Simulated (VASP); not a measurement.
The system is CaS.

```
CELL_PARAMETERS angstrom
0.00000 2.81850 2.81850
2.81850 0.00000 2.81850
2.81850 2.81850 0.00000
ATOMIC_POSITIONS crystal
Ca 0.00000 0.00000 0.00000
S 0.50000 0.50000 0.50000
```

```yaml
Program: VASP 6.6.1
Task: relaxation of cell and atoms
Functional: PBE
Potentials_or_basis: VASP PAW PBE potentials, release 64 (Ca_sv, S)
Cutoff: 500 eV
k_mesh: 6 × 6 × 6
Occupations: fermi-dirac, width 0.1 eV
Spin: no spin polarisation
```

At the start: pressure 2.6 GPa; volume 22.39 Å³/atom.

Problem. How do energy, volume and symmetry change on relaxing?

Solution. Over 3 steps the energy falls by 7.6 meV/atom and the volume is 23.35 Å³/atom (+4.3 %); space group Fm-3m (No. 225, to 0.05 Å).

The path:
```csv
step,energy change (eV),largest force (eV/Å),pressure (GPa),volume (Å³)
1,0.0000,0.0000,2.62,44.78
2,-0.0143,0.0000,-0.59,47.20
3,-0.0152,0.0000,0.00,46.70
```

Final structure:
```yaml
crystal:
  lattice:
    - [0.00000, 2.85823, 2.85823]
    - [2.85823, 0.00000, 2.85823]
    - [2.85823, 2.85823, 0.00000]
  atoms:
    - { symbol: Ca, position: [0.00000, 0.00000, 0.00000] }
    - { symbol: S, position: [0.50000, 0.50000, 0.50000] }
```
